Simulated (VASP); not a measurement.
Runs of VASP 6.6.1 on TiNi. The structure is that of space group Pm-3m (No. 221), or close to it. The cells are those of the table. 

| spin | cell | k mesh | gap on the mesh (eV) | pressure (GPa) | moment (μB) |
| --- | --- | --- | --- | --- | --- |
| collinear, ferromagnetic start | a = 2.989 Å, 2 atoms | 14 × 14 × 14 | none | 0.5 | (a) |
| off | a = 2.958 Å, 2 atoms | 14 × 14 × 14 | none | 6.2 | - |
| collinear, ferromagnetic start | a = 2.988 Å, 2 atoms | 6 × 6 × 6 | none | 1.3 | 0.91 |
| off | a = 2.989 Å, 2 atoms | 14 × 14 × 14 | none | 0.5 | - |
| off | a = 3.047 Å, 2 atoms | 14 × 14 × 14 | none | -8.5 | - |
| off | a = 2.928 Å, 2 atoms | 14 × 14 × 14 | none | (b) | - |
| off | a = 3.018 Å, 2 atoms | 14 × 14 × 14 | none | -4.3 | - |

Alike in all rows: task single point; level r2SCAN; potentials or basis VASP PAW PBE potentials, release 64 (Ti_sv, Ni); cutoff (eV) 520; smearing gaussian 0.1 eV.

Problem. Estimate the missing entries.

Solution. (a) 0.00; (b) 12.8.

Caveats: the PAW data sets were made with another functional, which shifts forces and pressure a little; the cell stands under pressure (at least some runs); the cell stands under tension (at least some runs).

A gap of «none» marks levels without a gap at the run's occupations.
